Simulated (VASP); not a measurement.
ZnMo3: relaxation of cell and atoms with PBE

Crystal: ZnMo3.

```xyz
8
Lattice="5.6236 0.0000 0.0000 -2.8118 4.8701 0.0000 0.0000 0.0000 4.5138" Properties=species:S:1:pos:R:3 pbc="T T T"
Zn    0.0000    3.2468    1.1284
Zn    2.8118    1.6234    3.3853
Mo    2.8118    3.2435    1.1284
Mo   -1.4031    4.0568    3.3853
Mo    1.4087    0.8133    1.1284
Mo    0.0000    1.6266    3.3853
Mo    4.2149    0.8133    1.1284
Mo    1.4031    4.0568    3.3853
```

```json
{
  "Program": "VASP 6.6.1",
  "Task": "relaxation of cell and atoms",
  "Functional": "PBE",
  "Potentials or basis": "VASP PAW PBE potentials, release 64 (Zn, Mo_sv)",
  "Cutoff": "600 eV",
  "k mesh": "6 × 6 × 4",
  "Occupations": "gaussian, width 0.1 eV",
  "Spin": "no spin polarisation",
  "Dipole correction": "no",
  "Further INCAR settings": "ALGO = Fast; EDIFF = 1e-06; IBRION = 2; EDIFFG = -0.04; NSW = 90; ISIF = 3"
}
```

```json
{"Relaxed volume": "15.44 Å³/atom", "Relaxed cell": "a = 5.576 Å, b = 5.576 Å, c = 4.586 Å, α = 90.00°, β = 90.00°, γ = 120.00°", "Space group after relaxing (to 0.1 Å)": "P6_3/mmc (No. 194)", "Energy gained by relaxing": "47.4 meV/atom", "Ionic steps": "9", "Pressure after relaxing": "0.1 GPa", "Largest force after relaxing": "0.021 eV/Å", "Band gap on the k mesh": "zero (bands 54 and 55 overlap by 0.99 eV)"}
```

Forces on the atoms (eV/Å):
```
Zn   0.000  0.000  0.000
Zn   0.000  0.000  0.000
Mo   0.000  0.021  0.000
Mo  -0.018  0.011  0.000
Mo  -0.018 -0.011  0.000
Mo   0.000 -0.021  0.000
Mo   0.018 -0.011  0.000
Mo   0.018  0.011  0.000
```

The path:
```
step  energy change (eV)  largest force (eV/Å)  pressure (GPa)  volume (Å³)
   1              0.0000                1.2467           -2.04       123.62
   2             -0.3104                0.1806            5.52       120.09
   3             -0.3128                0.2938            4.86       120.34
   4             -0.3011                0.2595           -3.98       126.78
   5             -0.3726                0.0058            0.29       123.32
   6             -0.3783                0.0609           -0.36       123.72
   7             -0.3783                0.0574           -0.28       123.70
   8             -0.3785                0.0105            0.50       123.32
   9             -0.3788                0.0213            0.13       123.49
```

Final structure:
```cif
data_structure
_symmetry_space_group_name_H-M 'P 1'
_symmetry_Int_Tables_number 1
_cell_length_a 5.5762
_cell_length_b 5.5762
_cell_length_c 4.5860
_cell_angle_alpha 90.000
_cell_angle_beta 90.000
_cell_angle_gamma 120.000
_cell_volume 123.49
loop_
_atom_site_label
_atom_site_type_symbol
_atom_site_fract_x
_atom_site_fract_y
_atom_site_fract_z
_atom_site_occupancy
Zn1 Zn 0.33333 0.66667 0.25000 1
Zn2 Zn 0.66667 0.33333 0.75000 1
Mo1 Mo 0.84086 0.68172 0.25000 1
Mo2 Mo 0.15914 0.84086 0.75000 1
Mo3 Mo 0.31828 0.15914 0.25000 1
Mo4 Mo 0.15914 0.31828 0.75000 1
Mo5 Mo 0.84086 0.15914 0.25000 1
Mo6 Mo 0.68172 0.84086 0.75000 1
```

Levels at points of the mesh, in eV from the Fermi level:
```tsv
k point	band 52	band 53	band 54	band 55	band 56	band 57
(0.00, 0.00, 0.00)	-0.67	-0.39	-0.39	0.36	1.64	1.64
(0.50, 0.00, 0.00)	-0.39	-0.20	-0.08	-0.08	0.61	0.63
(0.00, 0.00, 0.50)	0.55	0.55	0.55	1.14	1.14	1.27
(0.50, 0.00, 0.50)	-0.94	-0.89	-0.89	0.80	0.80	1.16
```

Wall time 12 min on 1 thread of Intel(R) Xeon(R) 6975P-C (Granite Rapids), on a shared host, peak memory 0.4 GiB.
